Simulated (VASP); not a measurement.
SiC: single point with PBE

SiC:

```
Si C
1.0
     0.00000    2.17947    2.17947
     2.17947    0.00000    2.17947
     2.25924    2.25924   -0.07977
Si C
1 1
Direct
  0.00000 0.00000 0.00000
  0.75000 0.75000 0.75000
```

| Quantity | Value |
| --- | --- |
| Program | VASP 6.6.1 |
| Task | single point |
| Functional | PBE |
| Potentials or basis | VASP PAW PBE potentials, release 64 (Si, C) |
| Cutoff | 520 eV |
| k mesh | 12 × 12 × 12 |
| Occupations | gaussian, width 0.05 eV |
| Spin | no spin polarisation |

```
Pressure               : -7.0 GPa
Largest force          : 0.224 eV/Å
Band gap on the k mesh : 1.26 eV, indirect (least direct gap 4.18 eV)
```

Forces on the atoms (eV/Å):
```
Si   0.129  0.129 -0.129
C   -0.129 -0.129  0.129
```

Stress tensor (GPa, compression positive):
```
-6.97 -8.13  8.13
-8.13 -6.97  8.13
 8.13  8.13 -6.97
```

Levels at points of the mesh, in eV from the valence-band top:
```tsv
k point	band 1	band 2	band 3	band 4	band 5	band 6	band 7	band 8	band 9
(0.00, 0.00, 0.00)	-15.09	-0.31	0.00	0.00	4.81	6.81	7.24	7.24	14.12
(0.50, 0.00, 0.00)	-11.59	-8.32	-1.25	-1.20	4.54	6.46	7.16	9.60	15.16
(0.50, 0.50, 0.00)	-10.33	-7.72	-3.41	-2.92	1.26	4.11	12.98	13.22	14.32
(0.00, 0.00, 0.50)	-12.12	-8.40	-0.85	-0.85	5.60	7.33	7.33	9.81	15.36
```

Wall time 22 s on 1 thread of AMD EPYC 9R45 96-Core Processor (Zen 5), with other jobs on the host, peak memory 0.13 GiB.

A k mesh can miss the band edges. As with any semilocal functional, this PBE gap is likely too small.
